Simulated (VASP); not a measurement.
Here is a VASP 6.6.1 calculation.

File INCAR:

```
PREC = Accurate
ENCUT = 600
EDIFF = 1E-6
ISMEAR = 0
SIGMA = 0.1
LREAL = False
LASPH = True
NELM = 200
ALGO = Normal
ISIF = 2
LWAVE = False
LCHARG = True
LDAU = True
LDAUTYPE = 2
LDAUL = -1 1
LDAUU = 0 1
LDAUJ = 0 0
LDAUPRINT = 1
GGA = RE
LELF = True
LVHAR = True
NBANDS = 15
GGA_COMPAT = False
```

Contents of KPOINTS:

```
regular mesh
0
Gamma
  8 8 8
```

Contents of POSCAR:

```
KF
1.0
    0.0000000000      2.6544134050      2.6544134050
    2.6544134050      0.0000000000      2.6544134050
    2.6544134050      2.6544134050      0.0000000000
K F
1 1
Direct
    0.0000000000      0.0000000000      0.0000000000
    0.5000000000      0.5000000000      0.5000000000
```

Potentials or basis: VASP PAW PBE potentials, release 64 (K_sv, F).

The run is started by

```console
$ cat potpaw_PBE.64/K_sv/POTCAR potpaw_PBE.64/F/POTCAR > POTCAR
$ mpirun -np 1 vasp_std > vasp.out
```

(1) Estimate the pressure.

(2) What does it give for the band gap on the k mesh?

Answers

(1) 4.2 GPa.

(2) 6.67 eV.

Caveat: the cell stands under pressure; the PAW data sets were made with another functional, which shifts forces and pressure a little.
